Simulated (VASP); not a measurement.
Wanted: the native input for a VASP 6.6.1 run.

```
Task                   : single point
Functional             : r2SCAN
Potentials or basis    : VASP PAW PBE potentials, release 64 (Sn_d, O)
Cutoff                 : 520 eV
k mesh                 : 7 × 7 × 2
Occupations            : fermi-dirac, width 0.05 eV
Spin                   : no spin polarisation
Dipole correction      : no
Further INCAR settings : ALGO = Normal; EDIFF = 1e-06; NBANDS = 35
```

The system is SnO2.

```
Sn O
1.0
     3.27309    0.00000    0.00000
    -1.63655    2.83458    0.00000
     0.00000    0.00000   10.93256
Sn O
2 4
Direct
  0.00000 0.00000 0.50000
  0.00000 0.00000 0.00000
  0.66667 0.33333 0.40586
  0.66667 0.33333 0.09414
  0.33333 0.66667 0.59414
  0.33333 0.66667 0.90586
```

One way to write it, as run:

POSCAR

```
SnO2
1.0
    3.2730925068      0.0000000000      0.0000000000
   -1.6365462534      2.8345768536      0.0000000000
    0.0000000000      0.0000000000     10.9325573365
Sn O
2 4
Direct
    0.0000000000      0.0000000000      0.5000000000
    0.0000000000      0.0000000000      0.0000000000
    0.6666666667      0.3333333333      0.4058600000
    0.6666666667      0.3333333333      0.0941400000
    0.3333333333      0.6666666667      0.5941400000
    0.3333333333      0.6666666667      0.9058600000
```

INCAR.step1

```
SYSTEM = SnO2
PREC     = Accurate       ! precision mode
ENCUT    = 520            ! plane-wave cutoff, eV
ISMEAR   = -1             ! smearing method
SIGMA    = 0.05           ! smearing width, eV
LREAL    = .FALSE.        ! projectors in reciprocal space
LASPH    = .TRUE.         ! aspherical terms in the spheres
NELM     = 80             ! most SCF steps
NBANDS   = 35             ! bands
GGA      = PE             ! functional
ALGO     = Normal         ! electronic algorithm
EDIFF    = 1E-4           ! SCF threshold, eV
LWAVE    = .TRUE.         ! write WAVECAR
LCHARG   = .FALSE.        ! write CHGCAR
```

INCAR.step2

```
SYSTEM = SnO2
PREC     = Accurate       ! precision mode
ENCUT    = 520            ! plane-wave cutoff, eV
EDIFF    = 1E-6           ! SCF threshold, eV
ISMEAR   = -1             ! smearing method
SIGMA    = 0.05           ! smearing width, eV
LREAL    = .FALSE.        ! projectors in reciprocal space
LASPH    = .TRUE.         ! aspherical terms in the spheres
NELM     = 80             ! most SCF steps
ALGO     = Normal         ! electronic algorithm
ISIF     = 2              ! what is computed and relaxed
LWAVE    = .FALSE.        ! write WAVECAR
LCHARG   = .TRUE.         ! write CHGCAR
METAGGA  = R2SCAN         ! meta-GGA
LMIXTAU  = .TRUE.       
LELF     = .TRUE.         ! ELF
LVHAR    = .TRUE.       
NBANDS   = 35             ! bands
ISTART   = 1
```

KPOINTS

```
regular mesh
0
G
  7 7 2
  0 0 0
```

Potentials or basis: VASP PAW PBE potentials, release 64 (Sn_d, O).

The run is started by

```console
$ cat potpaw_PBE.64/Sn_d/POTCAR potpaw_PBE.64/O/POTCAR > POTCAR
$ cp INCAR.step1 INCAR
$ mpirun -np 1 vasp_std > vasp.out
$ cp INCAR.step2 INCAR
$ mpirun -np 1 vasp_std > vasp.out
```

Results of the run:

```yaml
Pressure: -9.7 GPa
Largest_force: 0.946 eV/Å
Band_gap_on_the_k_mesh: 2.36 eV (least direct gap 2.69 eV)
```

Caveat: the cell stands under tension; the PAW data sets were made with another functional, which shifts forces and pressure a little; spin-orbit coupling is left out, which moves the levels of the heavy elements; an odd mesh through Γ misses points on the zone boundary, where band edges can lie.

It took 100 s on 1 thread of Intel(R) Xeon(R) 6975P-C (Granite Rapids), on a shared host, peak memory 0.24 GiB.
